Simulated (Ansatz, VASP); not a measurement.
## KI in VASP and in Ansatz

Contents of POSCAR:

```
KI
1.0
    0.0000000000      3.3854016571      3.3854016571
    3.3854016571      0.0000000000      3.3854016571
    3.3854016571      3.3854016571      0.0000000000
K I
1 1
Direct
    0.0000000000      0.0000000000      0.0000000000
    0.5000000000      0.5000000000      0.5000000000
```

File INCAR.step1:

```
PREC = Accurate
ENCUT = 550
ISMEAR = 0
SIGMA = 0.01
LREAL = F
LASPH = T
NELM = 120
NBANDS = 15
GGA = PE
ALGO = Normal
EDIFF = 1E-5
LWAVE = T
LCHARG = F
GGA_COMPAT = F
```

The input INCAR.step2:

```
PREC = Accurate
ENCUT = 550
EDIFF = 1E-6
ISMEAR = 0
SIGMA = 0.01
LREAL = F
LASPH = T
NELM = 120
ALGO = Normal
ISIF = 2
LWAVE = F
LCHARG = F
METAGGA = R2SCAN
LMIXTAU = T
NBANDS = 15
ISTART = 1
GGA_COMPAT = F
```

KPOINTS

```
regular mesh
0
Gamma
  6 6 6
```

Input for Ansatz:

```yaml
crystal:
  lattice:
    - [0.0, 3.3854016571069954, 3.3854016571069954]
    - [3.3854016571069954, 0.0, 3.3854016571069954]
    - [3.3854016571069954, 3.3854016571069954, 0.0]
  atoms:
    - { symbol: K, position: [0.0, 0.0, 0.0] }
    - { symbol: I, position: [0.5, 0.5, 0.5] }
basis:
  ecutwfc: 600.0
kpoints:
  mp_grid:
    grid: [6, 6, 6]
hamiltonian:
  xc: r2scan
  pseudopotentials:
    kind: paw
scf:
  occupations:
    method: fixed
output:
  stress: true
```

Alike in both runs: task single point; functional r2SCAN; k mesh 6 × 6 × 6; no spin polarisation.

|  | VASP | Ansatz |
| --- | --- | --- |
| version | VASP 6.6.1 | Ansatz 0.2.0 |
| potentials or method | VASP PAW PBE potentials, release 64 (K_sv, I), cutoff 550 eV | plane waves, PAW |
| occupations | gaussian, width 0.01 eV | fixed |
| valence electrons in the cell | 16 | 26 |

Ansatz gave:

* pressure (GPa): 2.4

Question: What did VASP give for the same quantities?

Answer: Pressure (GPa): 2.5.

VASP's potentials were made for PBE, not for r2SCAN. VASP's potentials hold 16 valence electrons a cell and Ansatz's 26, so a difference there can come from the potentials and not from the codes.

Spin-orbit coupling is off throughout.
